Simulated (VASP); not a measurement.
Sn: single point with PBE

Crystal: Sn.

```xyz
2
Lattice="-2.9773 2.9790 1.6031 2.9790 -2.9773 1.6031 2.9771 2.9771 -1.6000" Properties=species:S:1:pos:R:3 pbc="T T T"
Sn    5.9559   -0.0001    0.0031
Sn    0.0004    2.9783    0.8031
```

- Program: VASP 6.6.1
- Task: single point
- Functional: PBE
- Potentials or basis: VASP PAW PBE potentials, release 64 (Sn_d)
- Cutoff: 520 eV
- k mesh: 6 × 6 × 4
- Occupations: fermi-dirac, width 0.1 eV
- Spin: no spin polarisation
- Dipole correction: no
- Further INCAR settings: ALGO = Normal; EDIFF = 1e-07; NBANDS = 21

```yaml
Pressure: -0.1 GPa
Largest_force: 0.044 eV/Å
Band_gap_on_the_k_mesh: zero (band 14 reaches 8.71 eV, above the bottom of band 15 at 5.15 eV)
```

Forces in eV/Å, atoms in the order of the input:
```
Sn  -0.031  0.031  0.000
Sn   0.031 -0.031  0.000
```

Stress tensor (GPa, compression positive):
```
 0.14  0.26  0.40
 0.26  0.14  0.40
 0.40  0.40 -0.57
```

Levels at points of the mesh, in eV from the Fermi level:
| k point | band 12 | band 13 | band 14 | band 15 | band 16 | band 17 |
| --- | --- | --- | --- | --- | --- | --- |
| (0.00, 0.00, 0.00) | -3.94 | -1.95 | -1.95 | 2.95 | 5.84 | 5.84 |
| (0.50, 0.00, 0.00) | -5.27 | -2.40 | -1.69 | -1.05 | 2.26 | 2.69 |
| (0.50, 0.50, 0.00) | -8.72 | 0.49 | 0.50 | 1.35 | 1.35 | 5.93 |
| (0.00, 0.00, 0.50) | -8.72 | 0.49 | 0.49 | 1.35 | 1.35 | 5.95 |
| (0.50, 0.00, 0.50) | -5.27 | -2.41 | -1.69 | -1.06 | 2.25 | 2.67 |
| (0.50, 0.50, 0.50) | -7.53 | -4.61 | -4.61 | 5.04 | 5.04 | 8.74 |

Run time: 66 s on 1 thread of Intel Xeon 6975P-C (shared host), peak memory 0.22 GiB.

Caveat: the k points lie up to 0.37 Å⁻¹ apart; spin-orbit coupling is left out, which moves the levels of the heavy elements.
